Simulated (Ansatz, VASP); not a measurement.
# Ir: VASP beside Ansatz

```xyz
6
Lattice="2.7084 0.0000 0.0000 0.0000 2.7084 0.0000 0.0000 0.0000 24.5756" Properties=species:S:1:pos:R:3 pbc="T T T"
Ir    1.3542    1.3542    7.5000
Ir    0.0000    0.0000    9.4151
Ir    1.3542    1.3542   11.3302
Ir    0.0000    0.0000   13.2453
Ir    1.3542    1.3542   15.1605
Ir    0.0000    0.0000   17.0756
```

Alike in both runs: task single point; functional PBEsol; k mesh 13 × 13 × 1; occupations gaussian, width 0.1 eV; no spin polarisation.

|  | VASP | Ansatz |
| --- | --- | --- |
| version | VASP 6.6.1 | Ansatz 0.2.0 |
| potentials or method | VASP PAW PBE potentials, release 64 (Ir), cutoff 520 eV | scalar-relativistic, plane waves, PAW |
| valence electrons in the cell | 54 | 102 |

VASP gave:

| Property | Result |
| --- | --- |
| gap on the k mesh at the Fermi level (eV) | none |
| rms of the force components (eV/Å) | 0.467 |

Problem. Estimate Ansatz's values.

Solution. gap on the k mesh at the Fermi level (eV): none; rms of the force components (eV/Å): 0.480.

VASP's potentials were made for PBE, not for PBEsol. Atom by atom the forces differ by 0.018 eV/Å (rms over components). A gap of «none» marks a metal or a gap that the smearing closes. With one functional, cell and mesh, what is left measures potentials, basis and numerics. VASP's potentials hold 54 valence electrons a cell and Ansatz's 102, so a difference there can come from the potentials and not from the codes.

Spin-orbit coupling is off throughout.
